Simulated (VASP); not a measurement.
A run of VASP 6.6.1:

The input INCAR:

```
SYSTEM = F
PREC     = Accurate       ! precision mode
ENCUT    = 520            ! plane-wave cutoff, eV
EDIFF    = 1E-7           ! SCF threshold, eV
ISMEAR   = -1             ! smearing method
SIGMA    = 0.05           ! smearing width, eV
LREAL    = .FALSE.        ! projectors in reciprocal space
LASPH    = .TRUE.         ! aspherical terms in the spheres
NELM     = 60             ! most SCF steps
ALGO     = Normal         ! electronic algorithm
ISIF     = 2              ! what is computed and relaxed
LWAVE    = .FALSE.        ! write WAVECAR
LCHARG   = .FALSE.        ! write CHGCAR
GGA      = PE             ! functional
NBANDS   = 10             ! bands
```

KPOINTS

```
regular mesh
0
G
  17 17 17
  0 0 0
```

File POSCAR:

```
F
1.0
    1.7389414284      0.0000000000      0.0000000000
    0.0000000000      1.7389414284      0.0000000000
    0.0000000000      0.0000000000      1.7389414284
F
1
Direct
    0.0000000000      0.0000000000      0.0000000000
```

Potentials or basis: VASP PAW PBE potentials, release 64 (F).

Launch:

```console
$ cat potpaw_PBE.64/F/POTCAR > POTCAR
$ mpirun -np 1 vasp_std > vasp.out
```

Hardware: 1 thread of Intel(R) Xeon(R) Platinum 8375C CPU @ 2.90GHz (Ice Lake) (shared host).

How long does it take, and how much memory?

Wall time 3 s on 1 thread of Intel(R) Xeon(R) Platinum 8375C CPU @ 2.90GHz (Ice Lake), on a shared host, peak memory 0.11 GiB. Counts: scf iterations 11, k points 165.
